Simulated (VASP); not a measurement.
TaRu, 2 atoms in the cell. It takes space group P4/mmm (No. 123, tetragonal). Conventional cell: a = 3.053 Å, b = 3.053 Å, c = 3.389 Å, α = 90.00°, β = 90.00°, γ = 90.00°. Within 3.6 Å of Ta (site symmetry 4/mmm) lie 8 Ru at 2.74 Å and 6 Ta at 3.05 to 3.39 Å. Ru (site symmetry 4/mmm) has 8 Ta at 2.74 Å and 6 Ru at 3.05 to 3.39 Å within 3.6 Å. 

- Program: VASP 6.6.1
- Task: relaxation of cell and atoms
- Functional: PBEsol
- Potentials or basis: VASP PAW PBE potentials, release 64 (Ta_pv, Ru_pv)
- Cutoff: 600 eV
- k mesh: 14 × 14 × 12
- Occupations: fermi-dirac, width 0.1 eV
- Spin: no spin polarisation
- Dipole correction: no
- Further INCAR settings: ALGO = Normal; EDIFF = 1e-06; IBRION = 2; EDIFFG = -0.002; NSW = 100; ISIF = 3

Potentials or basis: VASP PAW PBE potentials, release 64 (Ta_pv, Ru_pv).

Launch:

```sh
$ cat potpaw_PBE.64/Ta_pv/POTCAR potpaw_PBE.64/Ru_pv/POTCAR > POTCAR
$ mpirun -np 1 vasp_std > vasp.out
```

Hardware: 1 thread of Intel(R) Xeon(R) Platinum 8488C (Sapphire Rapids), on a shared host.

Question: How long does it take, and how much memory?

Answer: Wall time 5.2 min on 1 thread of Intel(R) Xeon(R) Platinum 8488C (Sapphire Rapids), with other jobs on the host, peak memory 0.29 GiB. Counts: scf iterations 56, k points 252, ion steps 8.
